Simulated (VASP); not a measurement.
# Sb (I4/mmm) in VASP: further runs

Runs on Sb. Level: PBEsol. Tasks: single point.

Program: VASP 6.6.1. These are calculated values, not measurements. Logs are shortened: lines on timing, memory, paths and dates and some standing lists are left out, and cuts for length are marked.

## (1) The cell of the first run

Symmetry: I4/mmm, No. 139, tetragonal system. Conventional cell: a = 3.153 Å, b = 3.153 Å, c = 5.424 Å, α = 90.00°, β = 90.00°, γ = 90.00°. Sb (site symmetry 4/mmm) has 12 Sb at 3.15 to 3.51 Å within 4.1 Å.

## (2) Single point, PBEsol, non-collinear spin, zero start, spin-orbit coupling

Input file INCAR:

```
SYSTEM = Sb
PREC = Accurate ; ENCUT = 520
EDIFF = 1E-6 ; ISMEAR = -1
SIGMA = 0.05 ; LREAL = .False.
LASPH = .True. ; NELM = 150
ALGO = Normal ; ISIF = 2
LWAVE = .False. ; LCHARG = .True.
MAGMOM = 0 0 0 ; LORBIT = 11
LSORBIT = .True. ; GGA_COMPAT = .False.
LORBMOM = .True. ; GGA = PS
LVHAR = .True. ; NBANDS = 16
```

Input file KPOINTS:

```
Automatic mesh
0
Gamma
  12 12 12
  0 0 0
```

Input file POSCAR:

```
Sb
1.0
   -1.5765401831      1.5765401831      2.7119384313
    1.5765401831     -1.5765401831      2.7119384313
    1.5765401831      1.5765401831     -2.7119384313
Sb
1
Direct
    0.0000000000      0.0000000000      0.0000000000
```

Potentials or basis: VASP PAW PBE potentials, release 64 (Sb).

Run with:

```sh
cat potpaw_PBE.64/Sb/POTCAR > POTCAR
mpirun -np 1 vasp_ncl > vasp.out
```

OUTCAR:

```text
SYSTEM = Sb
   PREC = Accurate
   ENCUT = 520
   EDIFF = 1E-6
   ISMEAR = -1
   LREAL = .False.
   LASPH = .True.
   NELM = 150
   ISIF = 2
   LORBIT = 11
   LSORBIT = .True.
   GGA = PS

 ion  position               nearest neighbor table
   1  0.000  0.000  0.000-

  LATTYP: Found a body centered tetragonal cell.
 ALAT       =     3.1530803662
 C/A-ratio  =     1.7201835135

  Lattice vectors:

 A1 = (  -1.5765401831,   1.5765401831,   2.7119384313)
 A2 = (   1.5765401831,  -1.5765401831,   2.7119384313)
 A3 = (   1.5765401831,   1.5765401831,  -2.7119384313)

Analysis of symmetry for initial positions (statically):
=====================================================================
 Subroutine PRICEL returns:
 Original cell was already a primitive cell.

 Routine SETGRP: Setting up the symmetry group for a
 body centered tetragonal supercell.

 Subroutine GETGRP returns: Found 16 space group operations
 (whereof 16 operations were pure point group operations)
 out of a pool of 16 trial point group operations.

The static configuration has the point symmetry D_4h.

Analysis of symmetry for dynamics (positions and initial velocities):
=====================================================================
 Subroutine PRICEL returns:
 Original cell was already a primitive cell.

 Routine SETGRP: Setting up the symmetry group for a
 body centered tetragonal supercell.

 Subroutine GETGRP returns: Found 16 space group operations
 (whereof 16 operations were pure point group operations)
 out of a pool of 16 trial point group operations.

The dynamic configuration has the point symmetry D_4h.

Analysis of structural, dynamic, and magnetic symmetry:
=====================================================================
 Subroutine PRICEL returns:
 Original cell was already a primitive cell.

 Routine SETGRP: Setting up the symmetry group for a
 body centered tetragonal supercell.

 Subroutine GETGRP returns: Found 16 space group operations
 (whereof 16 operations were pure point group operations)
 out of a pool of 16 trial point group operations.

The overall configuration has the point symmetry D_4h.

 Subroutine INISYM returns: Found 16 space group operations
 (whereof 16 operations are pure point group operations),
 and found     1 'primitive' translations

----------------------------------------------------------------------------------------

                                     Primitive cell

  volume of cell :      26.9619

  direct lattice vectors                    reciprocal lattice vectors
    -1.576540183  1.576540183  2.711938431     0.000000000  0.317150178  0.184369967
     1.576540183 -1.576540183  2.711938431     0.317150178  0.000000000  0.184369967
     1.576540183  1.576540183 -2.711938431     0.317150178  0.317150178  0.000000000

  length of vectors
     3.510778824  3.510778824  3.510778824     0.366846726  0.366846726  0.448518083

  position of ions in fractional coordinates (direct lattice)
     0.000000000  0.000000000  0.000000000

  ion indices of the primitive-cell ions
   primitive index   ion index
                 1           1

----------------------------------------------------------------------------------------

 KPOINTS: Automatic mesh

Automatic generation of k-mesh.
 Grid dimensions read from file:
 generate k-points for:   12   12   12

 Generating k-lattice:

  Cartesian coordinates                     Fractional coordinates (reciprocal lattice)
     0.000000000  0.026429182  0.015364164     0.083333333 -0.000000000  0.000000000
     0.026429182  0.000000000  0.015364164    -0.000000000  0.083333333  0.000000000
     0.026429182  0.026429182  0.000000000     0.000000000  0.000000000  0.083333333

  Length of vectors
     0.030570561  0.030570561  0.037376507

  Shift w.r.t. Gamma in fractional coordinates (k-lattice)
     0.000000000  0.000000000  0.000000000

 Subroutine IBZKPT returns following result:
[... 41 lines left out ...]
   ISTART =      0    job   : 0-new  1-cont  2-samecut
   ICHARG =      2    charge: 1-file 2-atom 10-const
   ISPIN  =      1    spin polarized calculation?
   LNONCOLLINEAR =      T non collinear calculations
   LSORBIT =      T    spin-orbit coupling
   LASPH  =      T    aspherical Exc in radial PAW
   ENCUT  =  520.0 eV  38.22 Ry    6.18 a.u.   6.53  6.53  6.53*2*pi/ulx,y,z
   NELM   =    150;   NELMIN=  2; NELMDL= -5     # of ELM steps
   EDIFF  = 0.1E-05   stopping-criterion for ELM
   LREAL  =      F    real-space projection
   EDIFFG = 0.1E-04   stopping-criterion for IOM
   NSW    =      0    number of steps for IOM
   IBRION =     -1    ionic relax: 0-MD 1-quasi-New 2-CG
   NFREE  =      0    steps in history (QN), initial steepest desc. (CG)
   ISIF   =      2    stress and relaxation
   ISYM   =      2    0-nonsym 1-usesym 2-fastsym
   POTIM  = 0.5000    time-step for ionic-motion
   TEBEG  =    0.0;   TEEND  =   0.0 temperature during run
   PSTRESS=    0.0 pullay stress
   NELECT =       5.0000    total number of electrons
   NUPDOWN=      -1.0000    fix difference up-down
   EMIN   =  10.00;   EMAX   =-10.00  energy-range for DOS
   EFERMI =   0.00;   METHOD = LEGACY
   ISMEAR =    -1;   SIGMA  =   0.05  broadening in eV -4-tet -1-fermi 0-gaus
   EFERMI_NEDOS =   21; number of points for ismear=-14 and -15
   IALGO  =     38    algorithm
   IMIX   =      4    mixing-type and parameters
     AMIX     =   0.40;   BMIX     =  1.00
     AMIX_MAG =   1.60;   BMIX_MAG =  1.00
  volume/ion in A,a.u.               =      26.96       181.95
  Fermi-wavevector in a.u.,A,eV,Ry     =   0.933573  1.764197 11.858269  0.871558
  Thomas-Fermi vector in A             =   2.060288
   LORBIT       =     11    0 simple, 1 ext, 2 COOP (PROOUT), +10 PAW based schemes
   GGA     = PS    functional components
   LHFCALC =     F    Hartree Fock is set to
   AEXX    =    0.0000 exact exchange contribution
   IVDW    =     0    specifies the selected vdW correction
   LEPSILON=     F    determine dielectric tensor
   LRPA    =     F    only Hartree local field effects (RPA)
  energy-cutoff  :      520.00
  volume of cell :       26.96
 maximum number of plane-waves:      1496
 NGX is ok and might be reduce to    28
   NGX = 13   NGY = 13   NGZ = 13

 number of electron       5.0000000 magnetization       0.0000000      0.0000000      0.0000000

 number of electron       5.0000000 magnetization      -0.0000000     -0.0000000     -0.0000000

 Free energy of the ion-electron system (eV)
  ---------------------------------------------------
  ext. energy  EPLUGINS =         0.00000000
  ---------------------------------------------------
  free energy    TOTEN  =        -4.38471954 eV

  energy without entropy =       -4.37898354  energy(sigma->0) =       -4.38185154

 E-fermi :   8.3573     XC(G=0): -10.3143

 val. band max:        8.3516647285   @ k =  -0.3333   0.3333   0.0000
 cond. band min:       8.3623096668   @ k =   0.3333   0.1667   0.0833
 fundamental gap:      0.0106449382
 Fermi energy:         8.3572875641

 k-point     1 :       0.0000    0.0000    0.0000
  band No.  band energies     occupation
      1      -4.5883      1.00000
      2      -4.5883      1.00000
      3      12.6000      0.00000
      4      12.6000      0.00000
      5      13.8025      0.00000
      6      13.8025      0.00000
[... 433 lines left out ...]
      3       4.7306      1.00000
      4       4.7306      1.00000
      5       9.6185      0.00000
      6       9.6185      0.00000
[... 8 lines left out ...]
     15      22.1512      0.00000
     16      22.1512      0.00000

 [... further k-points ...]
[... 5 lines left out ...]
  --------------------------------------------------------------------------------------
  -------------------------------------------------------------------------------------
  Total       -0.1468769     -0.1468769     -0.2579432      0.0000000      0.0000000      0.0000000
  in kB       -8.7279872     -8.7279872    -15.3279723      0.0000000      0.0000000      0.0000000
  external PRESSURE =     -10.9279822 kB  Pullay stress =       0.0000000 kB

 VOLUME and BASIS-vectors are now :
 -----------------------------------------------------------------------------
  energy-cutoff  :      520.00
  volume of cell :       26.96
      direct lattice vectors                 reciprocal lattice vectors
    -1.576540183  1.576540183  2.711938431     0.000000000  0.317150178  0.184369967
     1.576540183 -1.576540183  2.711938431     0.317150178  0.000000000  0.184369967
     1.576540183  1.576540183 -2.711938431     0.317150178  0.317150178  0.000000000

 POSITION                                       TOTAL-FORCE (eV/Angst)
 -----------------------------------------------------------------------------------
      0.00000      0.00000      0.00000         0.000000     -0.000000      0.000000
 -----------------------------------------------------------------------------------
    total drift:                                0.000000      0.000000      0.000000

  FREE ENERGIE OF THE ION-ELECTRON SYSTEM (eV)
  ---------------------------------------------------
  free  energy   TOTEN  =        -4.3847195382 eV

  energy  without entropy=       -4.3789835420  energy(sigma->0) =       -4.38185154

 orbital moment (x)

 # of ion     p       d       tot
 ----------------------------------------
  1         0.000   0.000   0.000
 ----------------------------------------
            0.000   0.000   0.000

 orbital moment (y)

 # of ion     p       d       tot
 ----------------------------------------
  1        -0.000  -0.000  -0.000
 ----------------------------------------
           -0.000  -0.000  -0.000

 orbital moment (z)

 # of ion     p       d       tot
 ----------------------------------------
  1         0.000  -0.000  -0.000
 ----------------------------------------
            0.000  -0.000  -0.000

 Spin-Orbit-Coupling matrix elements

 Ion:    1  E_soc:     -0.1416494
 l=   1
     0.0000000    -0.0238929    -0.0223638
    -0.0238929     0.0000000    -0.0238929
    -0.0223638    -0.0238929     0.0000000
 l=   2
     0.0000000    -0.0000331     0.0000000    -0.0000331    -0.0001644
    -0.0000331     0.0000000    -0.0001345    -0.0000515    -0.0000620
     0.0000000    -0.0001345     0.0000000    -0.0001345     0.0000000
    -0.0000331    -0.0000515    -0.0001345     0.0000000    -0.0000620
    -0.0001644    -0.0000620     0.0000000    -0.0000620     0.0000000
 l=   3
     0.0000000     0.0000000     0.0000000     0.0000000     0.0000000     0.0000000     0.0000000
     0.0000000     0.0000000     0.0000000     0.0000000     0.0000000     0.0000000     0.0000000
     0.0000000     0.0000000     0.0000000     0.0000000     0.0000000     0.0000000     0.0000000
     0.0000000     0.0000000     0.0000000     0.0000000     0.0000000     0.0000000     0.0000000
     0.0000000     0.0000000     0.0000000     0.0000000     0.0000000     0.0000000     0.0000000
     0.0000000     0.0000000     0.0000000     0.0000000     0.0000000     0.0000000     0.0000000
     0.0000000     0.0000000     0.0000000     0.0000000     0.0000000     0.0000000     0.0000000

 total charge

# of ion       s       p       d       tot
------------------------------------------
    1        1.249   1.052   0.040   2.342

 magnetization (x)

# of ion       s       p       d       tot
------------------------------------------
    1        0.000   0.000   0.000   0.000

 magnetization (y)

# of ion       s       p       d       tot
------------------------------------------
    1        0.000  -0.000   0.000  -0.000

 magnetization (z)

# of ion       s       p       d       tot
------------------------------------------
    1        0.000   0.000   0.000   0.000
```

Run time: 2.2 min. Hardware: 1 thread of Intel Xeon Platinum 8375C at 2.90GHz (Ice Lake), shared host; peak memory 0.3 GiB.

Results:

* Free energy: -4.3847 eV
* Pressure: -1.1 GPa
* Net moment: 0.00 μB per cell
* Valence electrons inside the program's atomic spheres: Sb 2.34

Moments on the atoms (μB; x, y, z):
```
Sb  0.00 0.00 0.00
```

Caveat: the PAW data sets were made with another functional, which shifts forces and pressure a little.

## (3) Single point, PBEsol

Input file INCAR:

```
ALGO     = Normal         # electronic algorithm
EDIFF    = 1E-7           # SCF threshold, eV
ENCUT    = 520            # plane-wave cutoff, eV
GGA      = PS             # functional
ISIF     = 2              # what is computed and relaxed
ISMEAR   = -1             # smearing method
LASPH    = True           # aspherical terms in the spheres
LCHARG   = False          # write CHGCAR
LREAL    = False          # projectors in reciprocal space
LWAVE    = False          # write WAVECAR
NBANDS   = 8              # bands
NELM     = 80             # most SCF steps
PREC     = Accurate       # precision mode
SIGMA    = 0.03           # smearing width, eV
```

Input file KPOINTS:

```
k-points
0
Gamma
  7 7 7
```

POSCAR is that of step 2.

Potentials or basis: VASP PAW PBE potentials, release 64 (Sb).

Run with:

```sh
cat potpaw_PBE.64/Sb/POTCAR > POTCAR
mpirun -np 1 vasp_std > vasp.out
```

It took 8.1 s on 1 thread of Intel Xeon 6975P-C (Granite Rapids), shared host; peak memory 0.15 GiB.

The run converged. Its results:

```
Free energy : -4.2829 eV
Pressure    : -0.5 GPa
```

Stress tensor (GPa, compression positive):
```
-1.54  0.00  0.00
 0.00 -1.54  0.00
 0.00  0.00  1.72
```

Levels at points of the mesh, in eV from the Fermi level:
```
           k point  band 1  band 2  band 3  band 4  band 5  band 6
(0.00, 0.00, 0.00)  -12.97    4.63    5.42    5.42    9.40   10.63
```

Caveat: the k points lie up to 0.40 Å⁻¹ apart; the PAW data sets were made with another functional, which shifts forces and pressure a little; spin-orbit coupling is left out, which moves the levels of the heavy elements.
